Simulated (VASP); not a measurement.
# Be4Cd3 (Pm-3m) in VASP: further runs

Runs on Be4Cd3. Level: PBE. Tasks: single point, relaxation of cell and atoms.

All numbers are computed with VASP 6.6.1; they aren't measurements. Logs are shortened: lines on timing, memory, paths and dates and some standing lists are left out, and cuts for length are marked.

### Step 1. The cell of the first run

Symmetry: Pm-3m, No. 221, cubic system. The conventional cell has a = 5.043 Å, b = 5.043 Å, c = 5.043 Å, α = 90.00°, β = 90.00°, γ = 90.00°. Be (site symmetry 4/mmm) has 4 Cd at 2.52 Å within 3.3 Å. Be (site symmetry m-3m) has 6 Cd at 2.52 Å within 3.3 Å. Cd (site symmetry 4/mmm) has 6 Be at 2.52 Å within 3.3 Å.

### Step 2. Single point, PBE

The input, INCAR:

```
  PREC = Accurate
  ENCUT = 520
  EDIFF = 1E-6
  ISMEAR = 0
  SIGMA = 0.1
  LREAL = False
  LASPH = True
  NELM = 60
  ALGO = Normal
  ISIF = 2
  LWAVE = False
  LCHARG = False
  GGA = PE
  NBANDS = 31
```

The input, KPOINTS:

```
regular mesh
0
Gamma
  4 4 4
```

The input, POSCAR:

```
Be4Cd3
1.0
    5.0427012371      0.0000000000      0.0000000000
    0.0000000000      5.0427012371      0.0000000000
    0.0000000000      0.0000000000      5.0427012371
Be Cd
4 3
Direct
    0.5000000000      0.0000000000      0.0000000000
    0.0000000000      0.5000000000      0.0000000000
    0.0000000000      0.0000000000      0.5000000000
    0.5000000000      0.5000000000      0.5000000000
    0.0000000000      0.5000000000      0.5000000000
    0.5000000000      0.0000000000      0.5000000000
    0.5000000000      0.5000000000      0.0000000000
```

Potentials or basis: VASP PAW PBE potentials, release 64 (Be, Cd).

Launch:

```console
$ cat potpaw_PBE.64/Be/POTCAR potpaw_PBE.64/Cd/POTCAR > POTCAR
$ mpirun -np 1 vasp_std > vasp.out
```

OUTCAR:

```text
PREC = Accurate
   ENCUT = 520
   EDIFF = 1E-6
   ISMEAR = 0
   LREAL = False
   LASPH = True
   NELM = 60
   ISIF = 2
   GGA = PE

 ion  position               nearest neighbor table
   1  0.500  0.000  0.000-   6 2.52   7 2.52   6 2.52   7 2.52
   2  0.000  0.500  0.000-   5 2.52   7 2.52   5 2.52   7 2.52
   3  0.000  0.000  0.500-   5 2.52   6 2.52   5 2.52   6 2.52
   4  0.500  0.500  0.500-   5 2.52   6 2.52   7 2.52   7 2.52   6 2.52   5 2.52
   5  0.000  0.500  0.500-   2 2.52   3 2.52   4 2.52   2 2.52   3 2.52   4 2.52   7 3.57   7 3.57
                             6 3.57   6 3.57   6 3.57   7 3.57   7 3.57   6 3.57
   6  0.500  0.000  0.500-   1 2.52   3 2.52   4 2.52   1 2.52   4 2.52   3 2.52   7 3.57   7 3.57
                             5 3.57   7 3.57   7 3.57   5 3.57   5 3.57   5 3.57
   7  0.500  0.500  0.000-   1 2.52   2 2.52   4 2.52   4 2.52   1 2.52   2 2.52   5 3.57   6 3.57
                             6 3.57   6 3.57   6 3.57   5 3.57   5 3.57   5 3.57

  LATTYP: Found a simple cubic cell.
 ALAT       =     5.0427012371

  Lattice vectors:

 A1 = (   5.0427012371,   0.0000000000,   0.0000000000)
 A2 = (   0.0000000000,   5.0427012371,   0.0000000000)
 A3 = (   0.0000000000,   0.0000000000,   5.0427012371)

Analysis of symmetry for initial positions (statically):
=====================================================================
 Subroutine PRICEL returns:
 Original cell was already a primitive cell.

 Routine SETGRP: Setting up the symmetry group for a
 simple cubic supercell.

 Subroutine GETGRP returns: Found 48 space group operations
[... 9 lines left out ...]

 Routine SETGRP: Setting up the symmetry group for a
 simple cubic supercell.

 Subroutine GETGRP returns: Found 48 space group operations
[... 11 lines left out ...]
                                     Primitive cell

  volume of cell :     128.2300

  direct lattice vectors                    reciprocal lattice vectors
     5.042701237  0.000000000  0.000000000     0.198306414  0.000000000  0.000000000
     0.000000000  5.042701237  0.000000000     0.000000000  0.198306414  0.000000000
     0.000000000  0.000000000  5.042701237     0.000000000  0.000000000  0.198306414

  length of vectors
     5.042701237  5.042701237  5.042701237     0.198306414  0.198306414  0.198306414

  position of ions in fractional coordinates (direct lattice)
     0.500000000  0.000000000  0.000000000
     0.000000000  0.500000000  0.000000000
     0.000000000  0.000000000  0.500000000
     0.500000000  0.500000000  0.500000000
     0.000000000  0.500000000  0.500000000
     0.500000000  0.000000000  0.500000000
     0.500000000  0.500000000  0.000000000

  ion indices of the primitive-cell ions
   primitive index   ion index
                 1           1
                 2           2
                 3           3
                 4           4
                 5           5
                 6           6
                 7           7

----------------------------------------------------------------------------------------

 KPOINTS: regular mesh

Automatic generation of k-mesh.
 Grid dimensions read from file:
 generate k-points for:    4    4    4

 Generating k-lattice:

  Cartesian coordinates                     Fractional coordinates (reciprocal lattice)
     0.049576604  0.000000000  0.000000000     0.250000000  0.000000000  0.000000000
     0.000000000  0.049576604  0.000000000     0.000000000  0.250000000  0.000000000
     0.000000000  0.000000000  0.049576604     0.000000000  0.000000000  0.250000000

  Length of vectors
     0.049576604  0.049576604  0.049576604

  Shift w.r.t. Gamma in fractional coordinates (k-lattice)
     0.000000000  0.000000000  0.000000000

 Subroutine IBZKPT returns following result:
 ===========================================

 Found     10 irreducible k-points:

 Following reciprocal coordinates:
            Coordinates               Weight
  0.000000  0.000000  0.000000      1.000000
  0.250000  0.000000  0.000000      6.000000
  0.500000  0.000000  0.000000      3.000000
  0.250000  0.250000  0.000000     12.000000
  0.500000  0.250000  0.000000     12.000000
  0.500000  0.500000  0.000000      3.000000
  0.250000  0.250000  0.250000      8.000000
  0.500000  0.250000  0.250000     12.000000
  0.500000  0.500000  0.250000      6.000000
  0.500000  0.500000  0.500000      1.000000
   k-points           NKPTS =     10   k-points in BZ     NKDIM =     10   number of bands    NBANDS=     31
   number of dos      NEDOS =    301   number of ions     NIONS =      7
   total plane-waves  NPLWV =  64000
   dimension x,y,z NGX =    40 NGY =   40 NGZ =   40
   dimension x,y,z NGXF=    80 NGYF=   80 NGZF=   80
   ions per type =               4   3
   NGX,Y,Z   is equivalent  to a cutoff of  13.19, 13.19, 13.19 a.u.
   NGXF,Y,Z  is equivalent  to a cutoff of  26.37, 26.37, 26.37 a.u.
 SYSTEM =  unknown system
   PREC   = accura    normal or accurate (medium, high low for compatibility)
   ISTART =      0    job   : 0-new  1-cont  2-samecut
   ICHARG =      2    charge: 1-file 2-atom 10-const
   ISPIN  =      1    spin polarized calculation?
   LNONCOLLINEAR =      F non collinear calculations
   LSORBIT =      F    spin-orbit coupling
   LASPH  =      T    aspherical Exc in radial PAW
   ENCUT  =  520.0 eV  38.22 Ry    6.18 a.u.   9.38  9.38  9.38*2*pi/ulx,y,z
   NELM   =     60;   NELMIN=  2; NELMDL= -5     # of ELM steps
   EDIFF  = 0.1E-05   stopping-criterion for ELM
   LREAL  =      F    real-space projection
   EDIFFG = 0.1E-04   stopping-criterion for IOM
   NSW    =      0    number of steps for IOM
   IBRION =     -1    ionic relax: 0-MD 1-quasi-New 2-CG
   NFREE  =      0    steps in history (QN), initial steepest desc. (CG)
   ISIF   =      2    stress and relaxation
   ISYM   =      2    0-nonsym 1-usesym 2-fastsym
   POTIM  = 0.5000    time-step for ionic-motion
   TEBEG  =    0.0;   TEEND  =   0.0 temperature during run
   PSTRESS=    0.0 pullay stress
   NELECT =      44.0000    total number of electrons
   NUPDOWN=      -1.0000    fix difference up-down
   EMIN   =  10.00;   EMAX   =-10.00  energy-range for DOS
   EFERMI =   0.00;   METHOD = LEGACY
   ISMEAR =     0;   SIGMA  =   0.10  broadening in eV -4-tet -1-fermi 0-gaus
   EFERMI_NEDOS =   21; number of points for ismear=-14 and -15
   IALGO  =     38    algorithm
   IMIX   =      4    mixing-type and parameters
     AMIX     =   0.40;   BMIX     =  1.00
     AMIX_MAG =   1.60;   BMIX_MAG =  1.00
  volume/ion in A,a.u.               =      18.32       123.62
  Fermi-wavevector in a.u.,A,eV,Ry     =   1.146118  2.165848 17.872414  1.313585
  Thomas-Fermi vector in A             =   2.282803
   LORBIT       =      0    0 simple, 1 ext, 2 COOP (PROOUT), +10 PAW based schemes
   GGA     = PE    functional components
   LHFCALC =     F    Hartree Fock is set to
   AEXX    =    0.0000 exact exchange contribution
   IVDW    =     0    specifies the selected vdW correction
   LEPSILON=     F    determine dielectric tensor
   LRPA    =     F    only Hartree local field effects (RPA)
 non-spin polarized calculation
 Gauss-broadening in eV      SIGMA  =   0.10
  energy-cutoff  :      520.00
  volume of cell :      128.23
 maximum number of plane-waves:      3468
 NGX is ok and might be reduce to    40
   NGX = 19   NGY = 19   NGZ = 19

 number of electron      43.9999996 magnetization

 Free energy of the ion-electron system (eV)
  ---------------------------------------------------
  ext. energy  EPLUGINS =         0.00000000
  ---------------------------------------------------
  free energy    TOTEN  =       -10.49942496 eV

  energy without entropy =      -10.47146205  energy(sigma->0) =      -10.48544351

 E-fermi :   2.4471     XC(G=0):  -9.6321

 val. band max:        2.4250080556   @ k =   0.5000   0.0000   0.0000
 cond. band min:       2.4636429063   @ k =   0.5000   0.2500   0.0000
 fundamental gap:      0.0386348506
 Fermi energy:         2.4470999426

 k-point     1 :       0.0000    0.0000    0.0000
  band No.  band energies     occupation
      1      -7.2116      2.00000
      2      -6.9299      2.00000
      3      -6.9299      2.00000
      4      -6.7267      2.00000
      5      -6.7267      2.00000
      6      -6.7267      2.00000
[... 23 lines left out ...]
     30       7.0767      0.00000
     31       7.3359      0.00000

 k-point     2 :       0.2500    0.0000    0.0000
  band No.  band energies     occupation
      1      -7.1193      2.00000
      2      -6.9160      2.00000
      3      -6.8516      2.00000
      4      -6.7118      2.00000
      5      -6.6615      2.00000
      6      -6.6615      2.00000
[... 23 lines left out ...]
     30       6.8131      0.00000
     31       7.1465      0.00000

 k-point     3 :       0.5000    0.0000    0.0000
  band No.  band energies     occupation
      1      -6.9907      2.00000
      2      -6.8806      2.00000
      3      -6.7161      2.00000
      4      -6.6989      2.00000
      5      -6.6955      2.00000
      6      -6.5581      2.00000
[... 23 lines left out ...]
     30       6.3525      0.00000
     31       6.5185      0.00000

 k-point     4 :       0.2500    0.2500    0.0000
  band No.  band energies     occupation
      1      -7.0388      2.00000
      2      -6.8670      2.00000
      3      -6.8354      2.00000
      4      -6.6767      2.00000
      5      -6.6208      2.00000
      6      -6.6188      2.00000
[... 23 lines left out ...]
     30       6.1398      0.00000
     31       7.7925      0.00000

 k-point     5 :       0.5000    0.2500    0.0000
  band No.  band energies     occupation
      1      -6.9199      2.00000
      2      -6.8200      2.00000
      3      -6.7590      2.00000
      4      -6.6947      2.00000
      5      -6.6457      2.00000
      6      -6.6178      2.00000
[... 23 lines left out ...]
     30       6.9699      0.00000
     31       7.0995      0.00000

 k-point     6 :       0.5000    0.5000    0.0000
  band No.  band energies     occupation
      1      -6.7993      2.00000
      2      -6.7993      2.00000
      3      -6.7275      2.00000
      4      -6.6861      2.00000
      5      -6.6861      2.00000
      6      -6.6812      2.00000
[... 23 lines left out ...]
     30       7.2366      0.00000
     31       7.2366      0.00000

 k-point     7 :       0.2500    0.2500    0.2500
  band No.  band energies     occupation
      1      -6.9777      2.00000
      2      -6.8341      2.00000
      3      -6.8341      2.00000
      4      -6.6727      2.00000
      5      -6.6319      2.00000
      6      -6.6319      2.00000
[... 23 lines left out ...]
     30       7.4185      0.00000
     31       7.4185      0.00000

 k-point     8 :       0.5000    0.2500    0.2500
  band No.  band energies     occupation
      1      -6.8773      2.00000
      2      -6.8153      2.00000
      3      -6.7596      2.00000
      4      -6.7418      2.00000
      5      -6.6743      2.00000
      6      -6.6288      2.00000
[... 23 lines left out ...]
     30       7.0509      0.00000
     31       7.1729      0.00000

 k-point     9 :       0.5000    0.5000    0.2500
  band No.  band energies     occupation
      1      -6.7983      2.00000
      2      -6.7983      2.00000
      3      -6.7729      2.00000
      4      -6.7462      2.00000
      5      -6.7462      2.00000
      6      -6.7391      2.00000
[... 23 lines left out ...]
     30       7.4053      0.00000
     31       7.4053      0.00000

 k-point    10 :       0.5000    0.5000    0.5000
  band No.  band energies     occupation
      1      -6.8153      2.00000
      2      -6.8153      2.00000
      3      -6.8153      2.00000
      4      -6.7854      2.00000
      5      -6.7854      2.00000
      6      -6.7854      2.00000
[... 23 lines left out ...]
     30       7.7461      0.00000
     31       7.7461      0.00000

------------------------ aborting loop because EDIFF is reached ----------------------------------------

  FORCE on cell =-STRESS in cart. coord.  units (eV):
  Direction    XX          YY          ZZ          XY          YZ          ZX
  --------------------------------------------------------------------------------------
  -------------------------------------------------------------------------------------
  Total        0.1196153      0.1196153      0.1196153     -0.0000000     -0.0000000     -0.0000000
  in kB        1.4945400      1.4945400      1.4945400     -0.0000000     -0.0000000     -0.0000000
  external PRESSURE =       1.4945400 kB  Pullay stress =       0.0000000 kB

 VOLUME and BASIS-vectors are now :
 -----------------------------------------------------------------------------
  energy-cutoff  :      520.00
  volume of cell :      128.23
      direct lattice vectors                 reciprocal lattice vectors
     5.042701237  0.000000000  0.000000000     0.198306414  0.000000000  0.000000000
     0.000000000  5.042701237  0.000000000     0.000000000  0.198306414  0.000000000
     0.000000000  0.000000000  5.042701237     0.000000000  0.000000000  0.198306414

 POSITION                                       TOTAL-FORCE (eV/Angst)
 -----------------------------------------------------------------------------------
      2.52135      0.00000      0.00000         0.000000      0.000000      0.000000
      0.00000      2.52135      0.00000         0.000000      0.000000      0.000000
      0.00000      0.00000      2.52135         0.000000      0.000000      0.000000
      2.52135      2.52135      2.52135         0.000000      0.000000      0.000000
      0.00000      2.52135      2.52135         0.000000      0.000000      0.000000
      2.52135      0.00000      2.52135         0.000000      0.000000      0.000000
      2.52135      2.52135      0.00000         0.000000      0.000000      0.000000
 -----------------------------------------------------------------------------------
    total drift:                               -0.000000     -0.000000     -0.000000

  FREE ENERGIE OF THE ION-ELECTRON SYSTEM (eV)
  ---------------------------------------------------
  free  energy   TOTEN  =       -10.4994249636 eV

  energy  without entropy=      -10.4714620472  energy(sigma->0) =      -10.48544351
```

Run time: 30 s. Hardware: 1 thread of Intel Xeon Platinum 8259CL at 2.50GHz (Skylake/Cascade Lake), shared host; peak memory 0.25 GiB.

What came out:

| Item | Value |
| --- | --- |
| Free energy | -10.4994 eV |
| Pressure | 0.1 GPa |
| Band gap on the k mesh | zero (band 22 reaches 2.81 eV, above the bottom of band 23 at 1.56 eV) |

### Step 3. Relaxation of cell and atoms, PBE

This run uses another cell than the first one, of 16.04 Å³/atom, 0.876 times its volume.

The input, INCAR:

```
SYSTEM = Be4Cd3
  PREC = Accurate
  ENCUT = 600
  EDIFF = 1E-6
  ISMEAR = 0
  SIGMA = 0.1
  LREAL = .FALSE.
  LASPH = .TRUE.
  NELM = 100
  ALGO = Normal
  ISIF = 3
  LWAVE = .FALSE.
  LCHARG = .FALSE.
  GGA = PE
  IBRION = 2
  NSW = 90
  EDIFFG = -0.04
```

The input, KPOINTS:

```
regular mesh
0
G
  4 4 4
  0 0 0
```

POSCAR, as its differences from that of step 2:

```diff
@@ -2,5 +2,5 @@
 1.0
-    5.0427012371      0.0000000000      0.0000000000
-    0.0000000000      5.0427012371      0.0000000000
-    0.0000000000      0.0000000000      5.0427012371
+    4.8243515300      0.0000000000      0.0000000000
+    0.0000000000      4.8243515300      0.0000000000
+    0.0000000000      0.0000000000      4.8243515300
 Be Cd
```

Potentials or basis: VASP PAW PBE potentials, release 64 (Be, Cd).

Launch:

```console
$ cat potpaw_PBE.64/Be/POTCAR potpaw_PBE.64/Cd/POTCAR > POTCAR
$ mpirun -np 1 vasp_std > vasp.out
```

Run time: 50 s. Hardware: 1 thread of Intel Xeon Platinum 8259CL at 2.50GHz (Skylake/Cascade Lake), shared host; peak memory 0.25 GiB.

Results (log left out):

```
Free energy                            : -10.4933 eV
Relaxed volume                         : 18.26 Å³/atom
Relaxed cell                           : a = 5.038 Å, b = 5.038 Å, c = 5.038 Å, α = 90.00°, β = 90.00°, γ = 90.00°
Space group after relaxing (to 0.05 Å) : Pm-3m (No. 221)
Energy gained by relaxing              : 57.2 meV/atom
Ionic steps                            : 2
Pressure after relaxing                : 0.3 GPa
Band gap on the k mesh                 : zero (band 22 reaches 2.82 eV, above the bottom of band 23 at 1.57 eV)
```

Step by step:
| step | energy change (eV) | largest force (eV/Å) | pressure (GPa) | volume (Å³) |
| --- | --- | --- | --- | --- |
| 1 | 0.0000 | 0.0000 | 9.16 | 112.28 |
| 2 | -0.4003 | 0.0000 | 0.25 | 127.85 |

Final structure:
```yaml
crystal:
  lattice:
    - [5.03769, 0.00000, 0.00000]
    - [0.00000, 5.03769, 0.00000]
    - [0.00000, 0.00000, 5.03769]
  atoms:
    - { symbol: Be, position: [0.50000, 0.00000, 0.00000] }
    - { symbol: Be, position: [0.00000, 0.50000, 0.00000] }
    - { symbol: Be, position: [0.00000, 0.00000, 0.50000] }
    - { symbol: Be, position: [0.50000, 0.50000, 0.50000] }
    - { symbol: Cd, position: [0.00000, 0.50000, 0.50000] }
    - { symbol: Cd, position: [0.50000, 0.00000, 0.50000] }
    - { symbol: Cd, position: [0.50000, 0.50000, 0.00000] }
```

Levels at points of the mesh, in eV from the Fermi level:
```
           k point  band 20  band 21  band 22  band 23  band 24  band 25
(0.00, 0.00, 0.00)    -2.24    -2.24     0.03     0.90     0.90     0.90
(0.50, 0.00, 0.00)    -1.73    -0.76    -0.65    -0.65    -0.02     0.29
(0.50, 0.50, 0.00)    -0.13    -0.08    -0.08    -0.07     0.53     0.53
(0.50, 0.50, 0.50)    -3.62    -3.62    -3.62    -0.90     5.15     5.15
```
